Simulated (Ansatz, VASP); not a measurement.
## Two plane-wave programs on Sr

Contents of INCAR:

```
  PREC = Accurate
  ENCUT = 500
  EDIFF = 1E-7
  ISMEAR = 0
  SIGMA = 0.1
  LREAL = False
  LASPH = True
  NELM = 120
  ALGO = Normal
  ISIF = 3
  LWAVE = False
  LCHARG = False
  GGA = PS
  IBRION = 2
  NSW = 80
  EDIFFG = -0.05
  GGA_COMPAT = False
  NELMIN = 4
```

Contents of KPOINTS:

```
regular mesh
0
Gamma
  8 8 8
```

Contents of POSCAR:

```
Sr
1.0
    0.0000000000      2.3649955712      2.3649955712
    2.3649955712      0.0000000000      2.3649955712
    2.3649955712      2.3649955712      0.0000000000
Sr
1
Direct
    0.0000000000      0.0000000000      0.0000000000
```

Input for Ansatz:

```yaml
crystal:
  lattice:
    - [0.0, 2.364995735, 2.364995735]
    - [2.364995735, 0.0, 2.364995735]
    - [2.364995735, 2.364995735, 0.0]
  atoms:
    - { symbol: Sr, position: [0.0, 0.0, 0.0] }
basis:
  ecutwfc: 420
kpoints:
  mp_grid: { grid: [8, 8, 8] }
hamiltonian:
  xc: pbesol
scf:
  occupations: { method: gaussian, width: 0.1 }
output:
  forces: true
  stress: true
  eigenvalues: true
relax:
  adjacent_minimum: "off"
  f_tol: 0.05
  max_steps: 60
  cell: { stress_tol: 0.5 }
```

Alike in both runs: task relaxation of cell and atoms; functional PBEsol; k mesh 8 × 8 × 8; occupations gaussian, width 0.1 eV; no spin polarisation.

|  | VASP | Ansatz |
| --- | --- | --- |
| version | VASP 6.6.1 | Ansatz 0.2.0 |
| potentials or method | VASP PAW PBE potentials, release 64 (Sr_sv), cutoff 500 eV | scalar-relativistic, plane waves, PAW |
| valence electrons in the cell | 10 | 10 |

VASP gave:

- relaxed volume (Å³/atom): 51.35
- relaxed cell length with the largest relative difference (Å): 4.172

**Question.** What did Ansatz give for the same quantities?

**Answer.** Relaxed volume (Å³/atom): 51.25; relaxed cell length with the largest relative difference (Å): 4.169.

VASP's potentials were made for PBE, not for PBEsol.

Noted on VASP's run: the volume moved by over 15 % at a fixed basis, so the end points are rough.
